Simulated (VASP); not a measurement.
## TiSi2: single point with PBE

TiSi2:

```
Ti Si
1.0
     3.38977    0.00000    0.00000
     0.00000    3.38977    0.00000
     0.00000    0.00000    4.86826
Ti Si
1 2
Direct
  0.00000 0.00000 0.50000
  0.50000 0.50000 0.00000
  0.00000 0.00000 0.00000
```

- Program: VASP 6.6.1
- Task: single point
- Functional: PBE
- Potentials or basis: VASP PAW PBE potentials, release 64 (Ti_sv, Si)
- Cutoff: 520 eV
- k mesh: 6 × 6 × 4
- Occupations: gaussian, width 0.1 eV
- Spin: collinear spin, ferromagnetic start
- Starting moments: [1.0, 0.0, 0.0] μB

| Property | Result |
| --- | --- |
| Pressure | -0.1 GPa |
| Band gap on the k mesh | zero (filled and empty bands overlap) |
| Net moment | 0.00 μB per cell |
| Valence electrons inside the program's atomic spheres | Ti 10.15; Si 1.60, 1.76 |

Stress tensor (GPa, compression positive):
```
-0.02  0.00  0.00
 0.00 -0.02  0.00
 0.00  0.00 -0.21
```

Levels at points of the mesh, in eV from the Fermi level:
Spin up:
```tsv
k point	band 8	band 9	band 10	band 11	band 12	band 13
(0.00, 0.00, 0.00)	-1.43	-1.43	-0.60	-0.49	0.86	0.86
(0.50, 0.00, 0.00)	-1.15	-0.63	0.44	1.07	1.08	1.36
(0.50, 0.50, 0.00)	-5.77	-0.59	-0.59	-0.02	0.71	1.11
(0.00, 0.00, 0.50)	-1.88	-1.29	-0.36	0.92	1.68	2.11
(0.50, 0.00, 0.50)	-2.59	-0.45	-0.07	0.83	0.98	1.46
(0.50, 0.50, 0.50)	-5.90	-2.27	-1.84	1.28	1.28	1.32
```
Spin down:
| k point | band 8 | band 9 | band 10 | band 11 | band 12 | band 13 |
| --- | --- | --- | --- | --- | --- | --- |
| (0.00, 0.00, 0.00) | -1.43 | -1.43 | -0.59 | -0.48 | 0.86 | 0.86 |
| (0.50, 0.00, 0.00) | -1.15 | -0.63 | 0.44 | 1.07 | 1.08 | 1.36 |
| (0.50, 0.50, 0.00) | -5.77 | -0.58 | -0.58 | -0.02 | 0.71 | 1.11 |
| (0.00, 0.00, 0.50) | -1.88 | -1.29 | -0.35 | 0.92 | 1.68 | 2.11 |
| (0.50, 0.00, 0.50) | -2.59 | -0.45 | -0.07 | 0.83 | 0.98 | 1.46 |
| (0.50, 0.50, 0.50) | -5.91 | -2.27 | -1.84 | 1.28 | 1.28 | 1.32 |

Run time: 36 s on 1 thread of Intel(R) Xeon(R) 6975P-C (Granite Rapids), on a shared host, peak memory 0.21 GiB.
